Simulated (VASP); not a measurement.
# V (P6/mmm) in VASP: notebook

V is run at these levels: r2SCAN; tasks: single point.

Program: VASP 6.6.1. These are calculated values, not measurements. Logs are shortened: lines on timing, memory, paths and dates and some standing lists are left out, and cuts for length are marked.

### Step 1. The cell of the first run

Symmetry: P6/mmm, No. 191, hexagonal system. The conventional cell has a = 4.436 Å, b = 4.436 Å, c = 2.371 Å, α = 90.00°, β = 90.00°, γ = 120.00°. Within 3.1 Å of V (site symmetry 6/mmm) lie 14 V at 2.37 to 2.82 Å. V (site symmetry -6m2) has 11 V at 2.37 to 2.82 Å within 3.1 Å.

This isn't the form of V at room conditions, which is bcc.

### Step 2. Single point, r2SCAN, collinear spin, ferromagnetic start

POSCAR

```
V
1.0
    4.4364210434      0.0000000000      0.0000000000
   -2.2182105217      3.8420533255      0.0000000000
    0.0000000000      0.0000000000      2.3705468560
V
3
Direct
    0.0000000000      0.0000000000      0.0000000000
    0.3333333333      0.6666666667      0.5000000000
    0.6666666667      0.3333333333      0.5000000000
```

INCAR.step1

```
SYSTEM = V
PREC = Accurate
ENCUT = 520
ISMEAR = -1
SIGMA = 0.05
LREAL = .FALSE.
LASPH = .TRUE.
NELM = 150
ISPIN = 2
MAGMOM = 1 1 1
LMAXMIX = 4
NBANDS = 30
GGA = PE
ALGO = Normal
EDIFF = 1E-4
LWAVE = .TRUE.
LCHARG = .FALSE.
```

INCAR.step2

```
SYSTEM = V
PREC = Accurate
ENCUT = 520
EDIFF = 1E-6
ISMEAR = -1
SIGMA = 0.05
LREAL = .FALSE.
LASPH = .TRUE.
NELM = 150
ALGO = Normal
ISIF = 2
LWAVE = .FALSE.
LCHARG = .FALSE.
ISPIN = 2
MAGMOM = 1 1 1
LORBIT = 11
LMAXMIX = 4
METAGGA = R2SCAN
LMIXTAU = .TRUE.
NBANDS = 30
ISTART = 1
```

KPOINTS

```
regular mesh
0
G
  9 9 12
  0 0 0
```

Potentials or basis: VASP PAW PBE potentials, release 64 (V_sv).

Started as:

```bash
$ cat potpaw_PBE.64/V_sv/POTCAR > POTCAR
$ cp INCAR.step1 INCAR
$ mpirun -np 1 vasp_std > vasp.out
$ cp INCAR.step2 INCAR
$ mpirun -np 1 vasp_std > vasp.out
```

OUTCAR:

```text
SYSTEM = V
   PREC = Accurate
   ENCUT = 520
   EDIFF = 1E-6
   ISMEAR = -1
   LREAL = .FALSE.
   LASPH = .TRUE.
   NELM = 150
   ISIF = 2
   ISPIN = 2
   LORBIT = 11
   METAGGA = R2SCAN
   ISTART = 1

 ion  position               nearest neighbor table
   1  0.000  0.000  0.000-   2 2.82   3 2.82   2 2.82   3 2.82   3 2.82   3 2.82   2 2.82   2 2.82
                             3 2.82   3 2.82   2 2.82   2 2.82
   2  0.333  0.667  0.500-   3 2.56   3 2.56   3 2.56   1 2.82   1 2.82   1 2.82   1 2.82   1 2.82
                             1 2.82
   3  0.667  0.333  0.500-   2 2.56   2 2.56   2 2.56   1 2.82   1 2.82   1 2.82   1 2.82   1 2.82
                             1 2.82

  LATTYP: Found a hexagonal cell.
 ALAT       =     4.4364210434
 C/A-ratio  =     0.5343376638

  Lattice vectors:

 A1 = (   4.4364210434,   0.0000000000,   0.0000000000)
 A2 = (  -2.2182105217,   3.8420533255,   0.0000000000)
 A3 = (   0.0000000000,   0.0000000000,   2.3705468560)

Analysis of symmetry for initial positions (statically):
=====================================================================
 Subroutine PRICEL returns:
 Original cell was already a primitive cell.

 Routine SETGRP: Setting up the symmetry group for a
 hexagonal supercell.

 Subroutine GETGRP returns: Found 24 space group operations
 (whereof 24 operations were pure point group operations)
 out of a pool of 24 trial point group operations.

The static configuration has the point symmetry D_6h.

Analysis of symmetry for dynamics (positions and initial velocities):
=====================================================================
 Subroutine PRICEL returns:
 Original cell was already a primitive cell.

 Routine SETGRP: Setting up the symmetry group for a
 hexagonal supercell.

 Subroutine GETGRP returns: Found 24 space group operations
 (whereof 24 operations were pure point group operations)
 out of a pool of 24 trial point group operations.

The dynamic configuration has the point symmetry D_6h.

Analysis of structural, dynamic, and magnetic symmetry:
=====================================================================
 Subroutine PRICEL returns:
 Original cell was already a primitive cell.

 Routine SETGRP: Setting up the symmetry group for a
 hexagonal supercell.

 Subroutine GETGRP returns: Found 24 space group operations
 (whereof 24 operations were pure point group operations)
 out of a pool of 24 trial point group operations.

The overall configuration has the point symmetry D_6h.

 Subroutine INISYM returns: Found 24 space group operations
 (whereof 24 operations are pure point group operations),
 and found     1 'primitive' translations
[... 123 lines left out ...]
   LHFCALC =     F    Hartree Fock is set to
   AEXX    =    0.0000 exact exchange contribution
   IVDW    =     0    specifies the selected vdW correction
   LEPSILON=     F    determine dielectric tensor
   LRPA    =     F    only Hartree local field effects (RPA)
 spin polarized calculation
  energy-cutoff  :      520.00
  volume of cell :       40.41
 maximum number of plane-waves:      1107
 NGX is ok and might be reduce to    36
   NGX = 17   NGY = 17   NGZ =  9

 number of electron      39.0000003 magnetization      -0.0003707

 number of electron      39.0000003 magnetization       0.0000054

 Free energy of the ion-electron system (eV)
  ---------------------------------------------------
  ext. energy  EPLUGINS =         0.00000000
  ---------------------------------------------------
  free energy    TOTEN  =       -42.06024247 eV

  energy without entropy =      -42.02948399  energy(sigma->0) =      -42.04486323

 E-fermi :   9.8715     XC(G=0): -14.0318

 val. band max:        9.8714742197   @ k =   0.2222   0.1111   0.4167
 cond. band min:       9.8756188976   @ k =   0.1111   0.0000   0.5000
 fundamental gap:      0.0041446779
 Fermi energy:         9.8715260842

 spin component 1

 k-point     1 :       0.0000    0.0000    0.0000
  band No.  band energies     occupation
      1     -56.6811      1.00000
      2     -56.5260      1.00000
      3     -56.4769      1.00000
      4     -29.5388      1.00000
      5     -29.5388      1.00000
      6     -29.4241      1.00000
[... 781 lines left out ...]
     29      13.6411      0.00000
     30      13.6411      0.00000

 [... further k-points ...]

 spin component 2

 k-point     1 :       0.0000    0.0000    0.0000
  band No.  band energies     occupation
      1     -56.6811      1.00000
      2     -56.5260      1.00000
      3     -56.4769      1.00000
      4     -29.5388      1.00000
      5     -29.5388      1.00000
      6     -29.4241      1.00000
[... 781 lines left out ...]
     29      13.6411      0.00000
     30      13.6411      0.00000

 [... further k-points ...]

------------------------ aborting loop because EDIFF is reached ----------------------------------------

  FORCE on cell =-STRESS in cart. coord.  units (eV):
  Direction    XX          YY          ZZ          XY          YZ          ZX
  --------------------------------------------------------------------------------------
  -------------------------------------------------------------------------------------
  Total        0.1610157      0.1610157      0.2716445      0.0000000      0.0000000     -0.0000000
  in kB        6.3846045      6.3846045     10.7712660      0.0000000      0.0000000     -0.0000000
  external PRESSURE =       7.8468250 kB  Pullay stress =       0.0000000 kB

 VOLUME and BASIS-vectors are now :
 -----------------------------------------------------------------------------
  energy-cutoff  :      520.00
  volume of cell :       40.41
      direct lattice vectors                 reciprocal lattice vectors
     4.436421043  0.000000000  0.000000000     0.225406919  0.130138746  0.000000000
    -2.218210522  3.842053325  0.000000000     0.000000000  0.260277491  0.000000000
     0.000000000  0.000000000  2.370546856     0.000000000  0.000000000  0.421843592

 POSITION                                       TOTAL-FORCE (eV/Angst)
 -----------------------------------------------------------------------------------
      0.00000      0.00000      0.00000         0.000000     -0.000000     -0.000000
     -0.00000      2.56137      1.18527         0.000000      0.000000      0.000000
      2.21821      1.28068      1.18527        -0.000000     -0.000000     -0.000000
 -----------------------------------------------------------------------------------
    total drift:                                0.000000      0.000000     -0.000000

  FREE ENERGIE OF THE ION-ELECTRON SYSTEM (eV)
  ---------------------------------------------------
  free  energy   TOTEN  =       -42.0602424694 eV

  energy  without entropy=      -42.0294839903  energy(sigma->0) =      -42.04486323

 total charge

# of ion       s       p       d       tot
------------------------------------------
    1        2.334   6.252   3.030  11.617
    2        2.341   6.229   3.107  11.678
    3        2.341   6.229   3.107  11.678
--------------------------------------------------
tot          7.016  18.711   9.244  34.972

 magnetization (x)

# of ion       s       p       d       tot
------------------------------------------
    1        0.000   0.000   0.000   0.000
    2       -0.000  -0.000  -0.000  -0.000
    3       -0.000  -0.000  -0.000  -0.000
--------------------------------------------------
tot          0.000   0.000   0.000   0.000
```

OSZICAR.step1:

```text
N       E                     dE             d eps       ncg     rms          rms(c)
DAV:   1     0.515393540234E+03    0.51539E+03   -0.22238E+04 10088   0.153E+03
DAV:   2    -0.117679753855E+02   -0.52716E+03   -0.51319E+03 10302   0.508E+02
DAV:   3    -0.297220368284E+02   -0.17954E+02   -0.17449E+02 11258   0.111E+02
DAV:   4    -0.299503350251E+02   -0.22830E+00   -0.22782E+00 10308   0.127E+01
DAV:   5    -0.299531361389E+02   -0.28011E-02   -0.28011E-02 10904   0.146E+00    0.326E+01
DAV:   6    -0.266517040885E+02    0.33014E+01   -0.15038E+01 10266   0.326E+01    0.493E+00
DAV:   7    -0.272681523832E+02   -0.61645E+00   -0.41323E+00 11578   0.156E+01    0.944E+00
DAV:   8    -0.266022258129E+02    0.66593E+00   -0.35897E+00 11842   0.104E+01    0.244E+00
DAV:   9    -0.265928824590E+02    0.93434E-02   -0.53443E-02 10256   0.213E+00    0.134E+00
DAV:  10    -0.265851282304E+02    0.77542E-02   -0.10154E-02 12000   0.894E-01    0.345E-01
DAV:  11    -0.265854780730E+02   -0.34984E-03   -0.12850E-03 10134   0.368E-01    0.788E-02
DAV:  12    -0.265854961079E+02   -0.18035E-04   -0.12506E-04  5496   0.104E-01
   1 F= -.26585496E+02 E0= -.26568557E+02  d E =-.338792E-01  mag=     0.0005
```

It took 5.2 min on 1 thread of Intel Xeon 6975P-C (Granite Rapids), shared host; peak memory 0.27 GiB.

What came out:

| Quantity | Value |
| --- | --- |
| Free energy | -42.0602 eV |
| Pressure | 0.8 GPa |
| Net moment | 0.00 μB per cell |
| Valence electrons inside the program's atomic spheres | V 11.62, 11.68 (each value once) |

Caveat: the PAW data sets were made with another functional, which shifts forces and pressure a little.

### Step 3. Single point, r2SCAN, collinear spin, ferromagnetic start (11.85 Å³/atom)

This run uses another cell than the first one, of 11.85 Å³/atom.

POSCAR

```
V
1.0
    4.2513511763      0.0000000000      0.0000000000
   -2.1256755882      3.6817781191      0.0000000000
    0.0000000000      0.0000000000      2.2716570556
V
3
Direct
    0.0000000000      0.0000000000      0.0000000000
    0.3333333333      0.6666666667      0.5000000000
    0.6666666667      0.3333333333      0.5000000000
```

INCAR.step1

```
ALGO = Normal
EDIFF = 1E-4
ENCUT = 520
GGA = PE
ISMEAR = -1
ISPIN = 2
LASPH = True
LCHARG = False
LMAXMIX = 4
LREAL = False
LWAVE = True
MAGMOM = 1 1 1
NBANDS = 30
NELM = 150
PREC = Accurate
SIGMA = 0.05
```

INCAR.step2

```
ALGO = Normal
EDIFF = 1E-6
ENCUT = 520
ISIF = 2
ISMEAR = -1
ISPIN = 2
ISTART = 1
LASPH = True
LCHARG = False
LMAXMIX = 4
LMIXTAU = True
LORBIT = 11
LREAL = False
LWAVE = False
MAGMOM = 1 1 1
METAGGA = R2SCAN
NBANDS = 30
NELM = 150
PREC = Accurate
SIGMA = 0.05
```

KPOINTS

```
k-points
0
Gamma
  9 9 15
```

Potentials or basis: VASP PAW PBE potentials, release 64 (V_sv).

Started as:

```bash
$ cat potpaw_PBE.64/V_sv/POTCAR > POTCAR
$ cp INCAR.step1 INCAR
$ mpirun -np 1 vasp_std > vasp.out
$ cp INCAR.step2 INCAR
$ mpirun -np 1 vasp_std > vasp.out
```

Run time: 4 min. Hardware: 1 thread of Intel Xeon 6975P-C (Granite Rapids), shared host; peak memory 0.26 GiB.

Results (log left out):

| Quantity | Value |
| --- | --- |
| Free energy | -41.6242 eV |
| Pressure | 30.9 GPa |
| Net moment | 0.00 μB per cell |
| Valence electrons inside the program's atomic spheres | V 11.87, 11.93 (each value once) |

Stress tensor (GPa, compression positive):
```
30.32  0.00  0.00
 0.00 30.32  0.00
 0.00  0.00 32.14
```

Levels at points of the mesh, in eV from the Fermi level:
Spin up:
```
           k point  band 18  band 19  band 20  band 21  band 22  band 23
(0.00, 0.00, 0.00)    -1.64    -1.59    -1.13     0.63     0.63     2.98
```
Spin down:
| k point | band 18 | band 19 | band 20 | band 21 | band 22 | band 23 |
| --- | --- | --- | --- | --- | --- | --- |
| (0.00, 0.00, 0.00) | -1.64 | -1.59 | -1.13 | 0.63 | 0.63 | 2.98 |

Caveat: the cell stands under pressure; the PAW data sets were made with another functional, which shifts forces and pressure a little.

### Step 4. Single point, r2SCAN, collinear spin, ferromagnetic start

POSCAR

```
V
1.0
    4.4364210453      0.0000000000      0.0000000000
   -2.2182105227      3.8420533272      0.0000000000
    0.0000000000      0.0000000000      2.3705468538
V
3
Direct
    1.0000000000      0.0000000000      0.0000000000
    0.3333333333      0.6666666667      0.5000000000
    0.6666666667      0.3333333333      0.5000000000
```

INCAR.step1

```
SYSTEM = V
PREC = Accurate ; ENCUT = 520
ISMEAR = -1 ; SIGMA = 0.05
LREAL = .False. ; LASPH = .True.
NELM = 150 ; ISPIN = 2
MAGMOM = 1 1 1 ; LMAXMIX = 4
NBANDS = 30 ; GGA = PE
ALGO = Normal ; EDIFF = 1E-4
LWAVE = .True. ; LCHARG = .False.
```

INCAR.step2

```
SYSTEM = V
PREC = Accurate ; ENCUT = 520
EDIFF = 1E-6 ; ISMEAR = -1
SIGMA = 0.05 ; LREAL = .False.
LASPH = .True. ; NELM = 150
ALGO = Normal ; ISIF = 2
LWAVE = .False. ; LCHARG = .False.
ISPIN = 2 ; MAGMOM = 1 1 1
LORBIT = 11 ; LMAXMIX = 4
METAGGA = R2SCAN ; LMIXTAU = .True.
NBANDS = 30 ; ISTART = 1
```

KPOINTS

```
Automatic mesh
0
Gamma
  11 11 17
  0 0 0
```

Started as:

```bash
$ cat potpaw_PBE.64/V_sv/POTCAR > POTCAR
$ cp INCAR.step1 INCAR
$ mpirun -np 1 vasp_std > vasp.out
$ cp INCAR.step2 INCAR
$ mpirun -np 1 vasp_std > vasp.out
```

Wall time 22 min (1 thread of Oxide Virtual Turin-like, shared host); peak memory 0.31 GiB.

The run converged. Its results:

```
Free energy                                           : -42.0601 eV
Pressure                                              : 0.6 GPa
Net moment                                            : 0.00 μB per cell
Valence electrons inside the program's atomic spheres : V 11.62, 11.68 (each value once)
```

Stress tensor (GPa, compression positive):
```
0.34 0.00 0.00
0.00 0.34 0.00
0.00 0.00 1.17
```

Levels at points of the mesh, in eV from the Fermi level:
Spin up:
```csv
k point,band 17,band 18,band 19,band 20,band 21,band 22
"(0.00, 0.00, 0.00)",-1.52,-1.52,-1.51,-0.97,0.59,0.59
```
Spin down:
```
           k point  band 15  band 16  band 17  band 18  band 19  band 20  band 21  band 22  band 23  band 24
(0.00, 0.00, 0.00)    -1.56    -1.56    -1.52    -1.52    -1.51    -0.97     0.59     0.59     2.64     2.64
```

Caveat: the PAW data sets were made with another functional, which shifts forces and pressure a little.

### Step 5. Overview

```csv
cell,k mesh,gap on the mesh (eV),pressure (GPa),moment (μB)
"a = 4.436, b = 4.436, c = 2.371 Å, angles 90.0, 90.0, 120.0°, 3 atoms",9 × 9 × 12,none,0.8,0.00
"a = 4.251, b = 4.251, c = 2.272 Å, angles 90.0, 90.0, 120.0°, 3 atoms",9 × 9 × 15,none,30.9,0.00
"a = 4.436, b = 4.436, c = 2.371 Å, angles 90.0, 90.0, 120.0°, 3 atoms",11 × 11 × 17,none,0.6,0.00
```

Alike in all rows: task single point; level r2SCAN; potentials or basis VASP PAW PBE potentials, release 64 (V_sv); spin collinear, ferromagnetic start; cutoff (eV) 520; smearing fermi-dirac 0.05 eV.

Caveats: the PAW data sets were made with another functional, which shifts forces and pressure a little; the cell stands under pressure (at least some runs).

Absolute energies hang on the potentials; compare differences alone.
